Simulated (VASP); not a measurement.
Runs of VASP 6.6.1 on HfN. The structure is that of space group Fm-3m (No. 225), or close to it. The cells are those of the table. 

| task | cell | k mesh | cutoff (eV) | k mesh for the DOS | occupations for the DOS | gap on the mesh (eV) | pressure (GPa) | relaxed volume (Å³/atom) |
| --- | --- | --- | --- | --- | --- | --- | --- | --- |
| single point | a = 3.195 Å, angles 60.0°, 2 atoms | 6 × 6 × 6 | 520 | - | - | none | 2.8 | - |
| relaxation of cell and atoms | relaxed from a = 3.195 Å, angles 60.0°, 2 atoms | 6 × 6 × 6 | 600 | - | - | none | 0.0 | (b) |
| single point | a = 3.216 Å, angles 60.0°, 2 atoms | 20 × 20 × 20 | 520 | - | - | none | -2.3 | - |
| single point | a = 3.215 Å, angles 60.0°, 2 atoms | 6 × 6 × 6 | 520 | - | - | none | (a) | - |
| relaxation of cell and atoms | relaxed from a = 3.215 Å, angles 60.0°, 2 atoms | 20 × 20 × 20 | 600 | - | - | none | 0.0 | 11.65 |

Alike in all rows: level PBE; potentials or basis VASP PAW PBE potentials, release 64 (Hf_pv, N); no spin polarisation; smearing gaussian 0.1 eV.

Task: Fill in the values left out.

Result: (a) -2.4; (b) 11.64.

Caveats: some runs use coarse meshes; spin-orbit coupling is left out, which moves the levels of the heavy elements.

A k mesh can miss the band edges, and the runs leave out spin-orbit coupling on Hf.

A gap of «none» marks levels without a gap at the run's occupations.
